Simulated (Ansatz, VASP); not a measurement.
# One calculation of Cd2HgS3, two programs

```xyz
6
Lattice="4.0968 0.0000 0.0000 -2.0484 3.5479 0.0000 0.0000 0.0000 10.0350" Properties=species:S:1:pos:R:3 pbc="T T T"
Cd    0.0000    0.0000    0.0000
Cd    2.0484    1.1826    3.3450
Hg    0.0000    2.3653    6.6900
S     0.0000    0.0000    7.5263
S     0.0000    2.3653    4.1813
S     2.0484    1.1826    0.8363
```

Alike in both runs: task single point; functional PBE; k mesh 6 × 6 × 2; occupations gaussian, width 0.1 eV; no spin polarisation.

|  | VASP | Ansatz |
| --- | --- | --- |
| version | VASP 6.6.1 | Ansatz 0.2.0 |
| potentials or method | VASP PAW PBE potentials, release 64 (Cd, Hg, S), cutoff 520 eV | scalar-relativistic, plane waves, PAW |
| valence electrons in the cell | 54 | 78 |

```csv
,VASP,Ansatz,Ansatz less VASP
gap on the k mesh at the Fermi level (eV),0.48,0.48,-0.004
least direct gap on the mesh (eV),0.48,0.48,-0.004
pressure (GPa),5.4,5.0,-0.39
rms of the force components (eV/Å),0.062,0.062,-0.0005
```

Atom by atom the forces differ by 0.001 eV/Å (rms over components). VASP's potentials hold 54 valence electrons a cell and Ansatz's 78, so a difference there can come from the potentials and not from the codes.

Spin-orbit coupling is off throughout.
